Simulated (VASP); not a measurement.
# LuTa2 (P4/nmm) in VASP: a series of runs, part 2 of 2

VASP 6.6.1.

## (3) Relaxation of cell and atoms, PBE

This run uses another cell than the first one, of 17.88 Å³/atom.

The input, INCAR:

```
SYSTEM = LuTa2
ALGO = Normal
EDIFF = 1E-6
EDIFFG = -0.04
ENCUT = 600
GGA = PE
IBRION = 2
ISIF = 3
ISMEAR = 0
LASPH = .TRUE.
LCHARG = .FALSE.
LREAL = .FALSE.
LWAVE = .FALSE.
NELM = 80
NSW = 90
PREC = Accurate
SIGMA = 0.1
```

The input, KPOINTS:

```
k-points
0
G
  4 4 2
  0 0 0
```

The input, POSCAR:

```
LuTa2
1.0
    3.7553439900      0.0000000000      0.0000000000
    0.0000000000      3.7553439900      0.0000000000
    0.0000000000      0.0000000000      7.6053558200
Lu Ta
2 4
Direct
    0.0000000000      0.5000000000      0.7284902900
    0.5000000000      0.0000000000      0.2715097100
    0.0000000000      0.0000000000      0.0000000000
    0.5000000000      0.5000000000      0.0000000000
    0.0000000000      0.5000000000      0.3709276300
    0.5000000000      0.0000000000      0.6290723700
```

Potentials or basis: VASP PAW PBE potentials, release 64 (Lu, Ta_pv).

Launch:

```sh
> cat potpaw_PBE.64/Lu/POTCAR potpaw_PBE.64/Ta_pv/POTCAR > POTCAR
> mpirun -np 1 vasp_std > vasp.out
```

OUTCAR:

```text
SYSTEM = LuTa2
   EDIFF = 1E-6
   EDIFFG = -0.04
   ENCUT = 600
   GGA = PE
   IBRION = 2
   ISIF = 3
   ISMEAR = 0
   LASPH = .TRUE.
   LREAL = .FALSE.
   NELM = 80
   NSW = 90
   PREC = Accurate

 ion  position               nearest neighbor table
   1  0.000  0.500  0.728-   5 2.72   6 2.76   6 2.76   6 2.76   6 2.76   3 2.79   4 2.79   4 2.79
                             3 2.79
   2  0.500  0.000  0.272-   6 2.72   5 2.76   5 2.76   5 2.76   5 2.76   3 2.79   3 2.79   4 2.79
                             4 2.79
   3  0.000  0.000  0.000-   4 2.66   4 2.66   4 2.66   4 2.66   2 2.79   2 2.79   1 2.79   1 2.79
                             5 3.39   6 3.39   6 3.39   5 3.39
   4  0.500  0.500  0.000-   3 2.66   3 2.66   3 2.66   3 2.66   2 2.79   1 2.79   1 2.79   2 2.79
                             5 3.39   6 3.39   5 3.39   6 3.39
   5  0.000  0.500  0.371-   1 2.72   2 2.76   2 2.76   2 2.76   2 2.76   6 3.30   6 3.30   6 3.30
                             6 3.30   4 3.39   3 3.39   3 3.39   4 3.39
   6  0.500  0.000  0.629-   2 2.72   1 2.76   1 2.76   1 2.76   1 2.76   5 3.30   5 3.30   5 3.30
                             5 3.30   3 3.39   4 3.39   3 3.39   4 3.39

  LATTYP: Found a simple tetragonal cell.
 ALAT       =     3.7553439900
 C/A-ratio  =     2.0252088331

  Lattice vectors:

 A1 = (   3.7553439900,   0.0000000000,   0.0000000000)
 A2 = (   0.0000000000,   3.7553439900,   0.0000000000)
 A3 = (   0.0000000000,   0.0000000000,   7.6053558200)

Analysis of symmetry for initial positions (statically):
=====================================================================
 Subroutine PRICEL returns:
 Original cell was already a primitive cell.

[... 281 lines left out ...]
  free  energy   TOTEN  =       -50.8496229767 eV

  energy  without entropy=      -50.8088495154  energy(sigma->0) =      -50.82923625

 E-fermi :   3.3573     XC(G=0): -11.1369

 val. band max:        3.3091954164   @ k =   0.0000   0.0000   0.0000
 cond. band min:       3.3573980196   @ k =   0.2500   0.0000   0.5000
 fundamental gap:      0.0482026032
 Fermi energy:         3.3573148435

 k-point     1 :       0.0000    0.0000    0.0000
  band No.  band energies     occupation
      1     -52.5266      2.00000
      2     -52.5264      2.00000
      3     -31.3538      2.00000
      4     -31.3538      2.00000
      5     -31.3182      2.00000
      6     -31.2427      2.00000
[... 697 lines left out ...]
     55       6.0266      0.00000
     56       6.0266      0.00000

[... ionic steps 4 to 40 ...]

--------------------------------------- Ionic step       41  -------------------------------------------

 number of electron      93.9999961 magnetization

------------------------ aborting loop because EDIFF is reached ----------------------------------------
[... 75 lines left out ...]
--------------------------------------- Ionic step       43  -------------------------------------------

 number of electron      93.9999962 magnetization

 Free energy of the ion-electron system (eV)
  ---------------------------------------------------
  ext. energy  EPLUGINS =         0.00000000
  ---------------------------------------------------
  free energy    TOTEN  =       -52.29639171 eV

  energy without entropy =      -52.26747972  energy(sigma->0) =      -52.28193571

 E-fermi :   3.5915     XC(G=0): -11.2544

 val. band max:        3.5457327005   @ k =   0.2500   0.2500   0.5000
 cond. band min:       3.6110037168   @ k =   0.5000   0.5000   0.0000
 fundamental gap:      0.0652710162
 Fermi energy:         3.5914948684

 k-point     1 :       0.0000    0.0000    0.0000
  band No.  band energies     occupation
      1     -52.4320      2.00000
      2     -52.4319      2.00000
      3     -31.0603      2.00000
      4     -31.0603      2.00000
      5     -30.9657      2.00000
      6     -30.9657      2.00000
[... 730 lines left out ...]
  FREE ENERGIE OF THE ION-ELECTRON SYSTEM (eV)
  ---------------------------------------------------
  free  energy   TOTEN  =       -52.2963917055 eV

  energy  without entropy=      -52.2674797222  energy(sigma->0) =      -52.28193571

 reached required accuracy - stopping structural energy minimisation
```

OSZICAR:

```text
N       E                     dE             d eps       ncg     rms          rms(c)
DAV:   1     0.957888100660E+03    0.95789E+03   -0.44363E+04  2120   0.546E+03
[... 544 lines left out ...]
DAV:   3    -0.522969583885E+02    0.28860E-02   -0.65927E-03  2096   0.107E+00    0.158E-01
DAV:   4    -0.522966029322E+02    0.35546E-03   -0.54543E-03  2040   0.388E-01    0.103E-01
DAV:   5    -0.522963752337E+02    0.22770E-03   -0.93914E-04  2144   0.206E-01    0.516E-02
DAV:   6    -0.522963868664E+02   -0.11633E-04   -0.15692E-04  1888   0.110E-01    0.211E-02
DAV:   7    -0.522963903157E+02   -0.34492E-05   -0.22403E-05  1728   0.295E-02    0.746E-03
DAV:   8    -0.522963914457E+02   -0.11300E-05   -0.43591E-06  1424   0.118E-02    0.249E-03
DAV:   9    -0.522963917055E+02   -0.25981E-06   -0.65320E-07   712   0.891E-03
  43 F= -.52296392E+02 E0= -.52281936E+02  d E =-.100747E-02
```

Run time: 31 min. Hardware: 1 thread of Intel Xeon 6975P-C (Granite Rapids), shared host; peak memory 0.31 GiB.

Results:

```
Free energy                           : -52.2964 eV
Relaxed volume                        : 23.72 Å³/atom
Relaxed cell                          : a = 3.703 Å, b = 3.703 Å, c = 10.381 Å, α = 90.00°, β = 90.00°, γ = 90.00°
Space group after relaxing (to 0.1 Å) : P4/nmm (No. 129)
Energy gained by relaxing             : 517.6 meV/atom
Ionic steps                           : 43
Pressure after relaxing               : -0.1 GPa
Largest force after relaxing          : 0.028 eV/Å
Band gap on the k mesh                : zero (bands 47 and 48 overlap by 0.96 eV)
```

Forces on the atoms (eV/Å):
```
Lu   0.000  0.000 -0.014
Lu   0.000  0.000  0.014
Ta   0.000  0.000  0.000
Ta   0.000  0.000  0.000
Ta   0.000  0.000 -0.028
Ta   0.000  0.000  0.028
```

Step by step:
```csv
step,energy change (eV),largest force (eV/Å),pressure (GPa),volume (Å³)
1,0.0000,0.8230,29.05,107.26
3,-1.6588,0.1075,-0.66,129.80
5,-1.3168,0.2874,10.34,117.85
7,-1.6667,0.1170,0.21,128.34
9,-1.6688,0.5346,-0.08,129.15
11,-1.6709,0.3712,0.03,128.84
13,-1.6747,0.4480,0.13,129.00
15,-1.6956,0.6869,-0.17,129.65
17,-1.8191,1.4128,-0.32,131.98
19,-1.9472,2.9717,8.95,137.67
21,-2.4119,2.5543,5.43,136.81
23,-2.4556,2.4434,4.58,136.51
25,-2.8293,1.0513,-3.04,146.02
27,-3.0431,0.5094,1.58,140.22
29,-3.0865,0.2708,0.60,141.70
31,-3.1028,0.1353,-0.23,142.87
33,-3.1041,0.0376,-0.25,142.85
35,-3.1045,0.0521,0.11,142.41
37,-3.1044,0.0442,-0.04,142.65
39,-3.1045,0.0492,0.00,142.49
41,-3.1045,0.0503,0.02,142.46
43,-3.1055,0.0278,-0.07,142.33
```

Final structure:
```xyz
6
Lattice="3.7028 0.0000 0.0000 0.0000 3.7028 0.0000 0.0000 0.0000 10.3809" Properties=species:S:1:pos:R:3 pbc="T T T"
Lu    0.0000    1.8514    7.7362
Lu    1.8514    0.0000    2.6447
Ta    0.0000    0.0000    0.0000
Ta    1.8514    1.8514    0.0000
Ta    0.0000    1.8514    4.6726
Ta    1.8514    0.0000    5.7083
```

Caveat: the k points lie up to 0.42 Å⁻¹ apart in the final cell, too coarse for converged energies and pressures of a metal; the volume moved by over 15 % at a fixed basis, so the end points are rough; spin-orbit coupling is left out, which moves the levels of the heavy elements.

## (4) Relaxation of cell and atoms, PBE

This run uses another cell than the first one, of 23.55 Å³/atom.

INCAR, as its differences from that of step 3:

```diff
@@ -1,3 +1,3 @@
 SYSTEM = LuTa2
-ALGO = Normal
+ALGO = Fast
 EDIFF = 1E-6
@@ -13,3 +13,3 @@
 LWAVE = .FALSE.
-NELM = 80
+NELM = 60
 NSW = 90
```

The input, KPOINTS:

```
k-points
0
G
  6 6 2
  0 0 0
```

The input, POSCAR:

```
LuTa2
1.0
    3.7032140006      0.0000000000      0.0000000000
    0.0000000000      3.7032140006      0.0000000000
    0.0000000000      0.0000000000     10.3024482908
Lu Ta
2 4
Direct
    0.0000000000      0.5000000000      0.7435267420
    0.5000000000      0.0000000000      0.2564732580
    0.0000000000      0.0000000000      0.0000000000
    0.5000000000      0.5000000000      0.0000000000
    0.0000000000      0.5000000000      0.4476090223
    0.5000000000      0.0000000000      0.5523909777
```

Launch:

```sh
> cat potpaw_PBE.64/Lu/POTCAR potpaw_PBE.64/Ta_pv/POTCAR > POTCAR
> mpirun -np 1 vasp_std > vasp.out
```

Run time: 29 min. Hardware: 1 thread of Intel Xeon 6975P-C (Granite Rapids), shared host; peak memory 0.42 GiB.

The run converged. Its results:

* Free energy: -52.3713 eV
* Relaxed volume: 23.53 Å³/atom
* Relaxed cell: a = 3.712 Å, b = 3.712 Å, c = 10.246 Å, α = 90.00°, β = 90.00°, γ = 90.00°
* Space group after relaxing (to 0.1 Å): P4/nmm (No. 129)
* Energy gained by relaxing: 0.6 meV/atom
* Ionic steps: 13
* Pressure after relaxing: 0.0 GPa
* Largest force after relaxing: 0.034 eV/Å
* Band gap on the k mesh: zero (bands 47 and 48 overlap by 1.06 eV)

Forces on the atoms (eV/Å):
```
Lu   0.000  0.000  0.034
Lu   0.000  0.000 -0.034
Ta   0.000  0.000  0.000
Ta   0.000  0.000  0.000
Ta   0.000  0.000  0.003
Ta   0.000  0.000 -0.003
```

The path:
```csv
step,energy change (eV),largest force (eV/Å),pressure (GPa),volume (Å³)
1,0.0000,0.0931,0.05,141.29
2,-0.0021,0.0820,0.03,141.44
3,-0.0024,0.0721,-0.09,141.57
4,-0.0025,0.0756,-0.25,141.54
5,-0.0030,0.0548,0.16,140.83
6,-0.0031,0.0471,0.29,141.06
7,-0.0031,0.0559,0.31,141.20
8,-0.0029,0.0653,0.09,141.37
9,-0.0029,0.0612,-0.13,141.32
10,-0.0030,0.0573,-0.09,141.24
11,-0.0031,0.0558,0.01,141.22
12,-0.0031,0.0521,-0.04,141.21
13,-0.0034,0.0338,-0.02,141.16
```

Final structure:
```
CELL_PARAMETERS angstrom
3.71179 0.00000 0.00000
0.00000 3.71179 0.00000
0.00000 0.00000 10.24559
ATOMIC_POSITIONS crystal
Lu 0.00000 0.50000 0.74476
Lu 0.50000 0.00000 0.25524
Ta 0.00000 0.00000 0.00000
Ta 0.50000 0.50000 0.00000
Ta 0.00000 0.50000 0.44755
Ta 0.50000 0.00000 0.55245
```

Levels at points of the mesh, in eV from the Fermi level:
```
           k point  band 45  band 46  band 47  band 48  band 49  band 50
(0.00, 0.00, 0.00)    -0.85     0.14     0.22     0.24     0.41     0.41
(0.50, 0.00, 0.00)    -0.36    -0.36     0.51     0.51     0.76     0.76
(0.50, 0.50, 0.00)    -0.39    -0.39    -0.01    -0.01     0.35     0.35
(0.00, 0.00, 0.50)    -0.85    -0.40    -0.19     0.24     0.24     1.19
(0.50, 0.00, 0.50)    -0.38    -0.38     0.74     0.74     0.77     0.77
(0.50, 0.50, 0.50)    -0.33    -0.33    -0.32    -0.32     0.31     0.31
```

Caveat: spin-orbit coupling is left out, which moves the levels of the heavy elements.

## (5) Summary

```tsv
task	cell	k mesh	cutoff (eV)	gap on the mesh (eV)	pressure (GPa)	relaxed volume (Å³/atom)	largest force (eV/Å)
single point	a = 3.709, b = 3.709, c = 10.230 Å, 6 atoms, atomic positions A	6 × 6 × 2	520	none	0.0	-	0.02
relaxation of cell and atoms	relaxed from a = 3.755, b = 3.755, c = 7.605 Å, 6 atoms, atomic positions B	4 × 4 × 2	600	none	-0.1	23.72	0.03
relaxation of cell and atoms	relaxed from a = 3.703, b = 3.703, c = 10.302 Å, 6 atoms, atomic positions C	6 × 6 × 2	600	none	0.0	23.53	0.03
```

Alike in all rows: level PBE; potentials or basis VASP PAW PBE potentials, release 64 (Lu, Ta_pv); no spin polarisation; smearing gaussian 0.1 eV.

Caveats: some runs use coarse meshes; spin-orbit coupling is left out, which moves the levels of the heavy elements; the volume moved by over 15 % at a fixed basis, so the end points are rough (at least some runs).

Absolute energies hang on the potentials; compare differences alone.

The gap in the log of VASP goes by the Fermi energy; the results here count the filled bands.